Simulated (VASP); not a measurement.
Write the native input for VASP 6.6.1 that does the following.

```
Task                   : single point
Functional             : PBE
Dispersion             : D3(BJ)
Potentials or basis    : VASP PAW PBE potentials, release 64 (Si, Ga_d)
Cutoff                 : 520 eV
k mesh                 : 2 × 2 × 2
Occupations            : gaussian, width 0.05 eV
Spin                   : collinear spin, zero start
Starting moments       : [0.0, 0.0, 0.0, 0.0, 0.0, 0.0, 0.0, 0.0, 0.0, 0.0, 0.0, 0.0, 0.0, 0.0, 0.0, 0.0, 0.0] μB
Dipole correction      : no
Further INCAR settings : LREAL = Auto; ALGO = Normal; EDIFF = 1e-06; NBANDS = 56
```

The structure of GaSi16 (a cell with a defect) lies in POSCAR:

```
GaSi16
1.0
    0.0000000000      5.4300000000      5.4300000000
    5.4300000000      0.0000000000      5.4300000000
    5.4300000000      5.4300000000      0.0000000000
Si Ga
16 1
Direct
    0.0000657459     -0.0002429098      0.0001598527
    0.1204494475      0.1204367403      0.1204081952
   -0.0030627072     -0.0025940147      0.5028498158
    0.1204013812      0.1203886740      0.6388468692
   -0.0034337017      0.5028206262     -0.0023005525
    0.1205225599      0.6384522099      0.1205118785
   -0.0034070902      0.5027849908      0.5029225599
    0.1275526703      0.6239661142      0.6242397790
    0.5028523941     -0.0031853591     -0.0025140884
    0.6387641805      0.1204058011      0.1204150092
    0.5028144567     -0.0031564457      0.5028551565
    0.6235194291      0.1284107735      0.6240332413
    0.5029565378      0.5028524862     -0.0028896869
    0.6231476980      0.6233813996      0.1298690608
    0.4985955801      0.4994802947      0.5010101289
    0.6231761510      0.6234127993      0.6236315838
    0.2501403315      0.2497615101      1.2501263352
```

The input as run:

INCAR

```
PREC     = Accurate       # precision mode
ENCUT    = 520            # plane-wave cutoff, eV
EDIFF    = 1E-6           # SCF threshold, eV
ISMEAR   = 0              # smearing method
SIGMA    = 0.05           # smearing width, eV
LREAL    = Auto         
LASPH    = T              # aspherical terms in the spheres
NELM     = 150            # most SCF steps
ALGO     = Normal         # electronic algorithm
ISIF     = 2              # what is computed and relaxed
LWAVE    = F              # write WAVECAR
LCHARG   = T              # write CHGCAR
ISPIN    = 2              # spin polarisation
MAGMOM   = 0 0 0 0 0 0 0 0 0 0 0 0 0 0 0 0 0 # initial moments
LORBIT   = 11             # projections on sites
GGA      = PE             # functional
IVDW     = 12             # dispersion correction
LELF     = T              # ELF
LVHAR    = T            
NBANDS   = 56             # bands
```

KPOINTS

```
regular mesh
0
Gamma
  2 2 2
```

Potentials or basis: VASP PAW PBE potentials, release 64 (Si, Ga_d).

The run is started by

```sh
$ cat potpaw_PBE.64/Si/POTCAR potpaw_PBE.64/Ga_d/POTCAR > POTCAR
$ mpirun -np 1 vasp_std > vasp.out
```

It gave:

| Item | Value |
| --- | --- |
| Pressure | 3.3 GPa |
| Largest force | 0.019 eV/Å |
| Net moment | 0.00 μB per cell |
| Valence electrons inside the program's atomic spheres | Si 1.76, 1.70, 1.68, 1.71 (each value once); Ga 11.86 |
| Dispersion energy per atom | -0.331 eV |

Caveat: the k points lie up to 0.50 Å⁻¹ apart; no moment was typed at the start, so none could form.

Wall time 14 min on 1 thread of Intel Xeon 8259CL, with other jobs on the host, peak memory 0.73 GiB.
